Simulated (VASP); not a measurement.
A run of VASP 6.6.1:

File INCAR:

```
SYSTEM = Si2W
  PREC = Accurate
  ENCUT = 520
  EDIFF = 1E-8
  ISMEAR = -1
  SIGMA = 0.05
  LREAL = .FALSE.
  LASPH = .TRUE.
  NELM = 80
  ALGO = Normal
  ISIF = 2
  LWAVE = .FALSE.
  LCHARG = .FALSE.
  LEFG = .TRUE.
  NBANDS = 18
```

Contents of KPOINTS:

```
Automatic mesh
0
G
  11 11 14
  0 0 0
```

Contents of POSCAR:

```
Si2W
1.0
   -1.5782700000      1.6176700000      3.9400000000
    1.6176700000     -1.5782700000      3.9400000000
    1.5943300000      1.5943300000     -3.9239400000
Si W
2 1
Direct
    0.3330000000      0.3330000000      0.0000000000
    0.6670000000      0.6670000000      0.0000000000
    0.0000000000      0.0000000000      0.0000000000
```

Potentials or basis: VASP PAW LDA potentials, release 64 (Si, W_sv).

Command:

```bash
$ cat potpaw_LDA.64/Si/POTCAR potpaw_LDA.64/W_sv/POTCAR > POTCAR
$ mpirun -np 1 vasp_std > vasp.out
```

Hardware: 1 thread of Intel(R) Xeon(R) Platinum 8488C (Sapphire Rapids), with other jobs on the host.

Question: How long does it take, and how much memory?

Answer: Run time: 7.9 min on 1 thread of Intel(R) Xeon(R) Platinum 8488C (Sapphire Rapids), on a shared host, peak memory 0.42 GiB. Counts: scf iterations 14, k points 468.
